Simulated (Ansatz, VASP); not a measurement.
**Two plane-wave programs on AlGa2**

```xyz
3
Lattice="2.8422 0.0000 0.0000 -1.4211 2.4614 0.0000 0.0000 0.0000 8.1712" Properties=species:S:1:pos:R:3 pbc="T T T"
Al    0.0000    0.0000    0.0000
Ga    0.0000    0.0000    2.7310
Ga    0.0000    0.0000    5.4403
```

Alike in both runs: functional PBE; k mesh 18 × 18 × 6; occupations gaussian, width 0.1 eV; no spin polarisation.

Ansatz relaxed the structure, and its values are those at the end. VASP's run is a single point on that final structure, the one shown.

```csv
,VASP,Ansatz
version,VASP 6.6.1,Ansatz 0.2.0
potentials or method,"VASP PAW PBE potentials, release 64 (Al, Ga_d), cutoff 520 eV","scalar-relativistic, plane waves, PAW"
valence electrons in the cell,29,29
```

|  | VASP | Ansatz | Ansatz less VASP |
| --- | --- | --- | --- |
| gap on the k mesh at the Fermi level (eV) | none | none | - |
| pressure (GPa) | 0.0 | 0.0 | +0.02 |

A gap of «none» marks a metal or a gap that the smearing closes.
